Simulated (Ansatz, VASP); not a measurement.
Given: the input of a run of VASP 6.6.1 on InPd.

The input INCAR:

```
SYSTEM = InPd
PREC = Accurate ; ENCUT = 520
EDIFF = 1E-6 ; ISMEAR = -1
SIGMA = 0.05 ; LREAL = .False.
LASPH = .True. ; NELM = 80
ALGO = Normal ; ISIF = 2
LWAVE = .False. ; LCHARG = .False.
GGA = CA ; NBANDS = 18
```

KPOINTS

```
Automatic mesh
0
Gamma
  8 8 8
  0 0 0
```

POSCAR

```
InPd
1.0
    3.3149408331      0.0000000000      0.0000000000
    0.0000000000      3.3149408331      0.0000000000
    0.0000000000      0.0000000000      3.3149408331
In Pd
1 1
Direct
    0.0000000000      0.0000000000      0.0000000000
    0.5000000000      0.5000000000      0.5000000000
```

Potentials or basis: VASP PAW LDA potentials, release 64 (In_d, Pd).

Launch:

```console
$ cat potpaw_LDA.64/In_d/POTCAR potpaw_LDA.64/Pd/POTCAR > POTCAR
$ mpirun -np 1 vasp_std > vasp.out
```

Q: Set up the same calculation for Ansatz 0.2.0. Potentials there: all-electron LAPW, scalar-relativistic.

A: As run (the cutoff follows the program's own potentials):

The input input.yaml:

```yaml
crystal:
  lattice:
    - [3.3149408331, 0.0, 0.0]
    - [0.0, 3.3149408331, 0.0]
    - [0.0, 0.0, 3.3149408331]
  atoms:
    - { symbol: In, position: [0.0, 0.0, 0.0] }
    - { symbol: Pd, position: [0.5, 0.5, 0.5] }
kpoints:
  mp_grid: { grid: [8, 8, 8] }
scf:
  occupations: { method: fermi_dirac, width: 0.05 }
hamiltonian:
  xc: lda
  pseudopotentials: { kind: all_electron, lapw: { basis_error: 0.001 } }
output:
  forces: true
  stress: true
  eigenvalues: true
```

Potentials or basis: all-electron LAPW, scalar-relativistic.

Launch:

```console
$ ansatz run input.yaml --threads 1 --pin off --max-ram 3072MiB --backend cpu --events-out ev --progress --plain --runs-dir out
```

Both were run:

|  | VASP | Ansatz | Ansatz less VASP |
| --- | --- | --- | --- |
| gap on the k mesh at the Fermi level (eV) | none | none | - |
| pressure (GPa) | -10.6 | -10.9 | -0.24 |

LDA's correlation is that of Perdew and Zunger in VASP and of Perdew and Wang (1992) in Ansatz. A gap of «none» marks a metal or a gap that the smearing closes. Ansatz ran all-electron here, and VASP with PAW potentials.
